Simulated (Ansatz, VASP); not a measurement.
# One calculation of LiH, two programs

```
CELL_PARAMETERS angstrom
4.36681 0.00000 0.00000
0.00000 2.94484 0.00000
-0.77765 0.00000 5.75436
ATOMIC_POSITIONS crystal
Li 0.00000 0.00000 0.00000
Li 0.00000 0.50000 0.50000
H 0.99619 0.00000 0.28668
H 0.00381 0.00000 0.71332
```

Change from the starting cell: ordered vacancies on the anion sites of cadmium iodide (P2/m, No. 10).

Alike in both runs: task relaxation of cell and atoms; functional PBE; k mesh 6 × 10 × 6; occupations gaussian, width 0.02 eV; no spin polarisation.

|  | VASP | Ansatz |
| --- | --- | --- |
| version | VASP 6.6.1 | Ansatz 0.2.0 |
| potentials or method | VASP PAW PBE potentials, release 64 (Li_sv, H), cutoff 600 eV | scalar-relativistic, plane waves, PAW |
| valence electrons in the cell | 8 | 8 |

|  | VASP | Ansatz | Ansatz less VASP |
| --- | --- | --- | --- |
| gap on the k mesh at the Fermi level, each at its own relaxed structure (eV) | 0.27 | 0.28 | +0.004 |
| relaxed volume (Å³/atom) | 9.63 | 9.68 | +0.053 |
| relaxed cell length with the largest relative difference (Å) | 6.313 | 6.336 | +0.0230 |

Noted on VASP's run: the cutoff is short for stress, so the pressure is rough; the volume moved by over 15 % at a fixed basis, so the end points are rough.
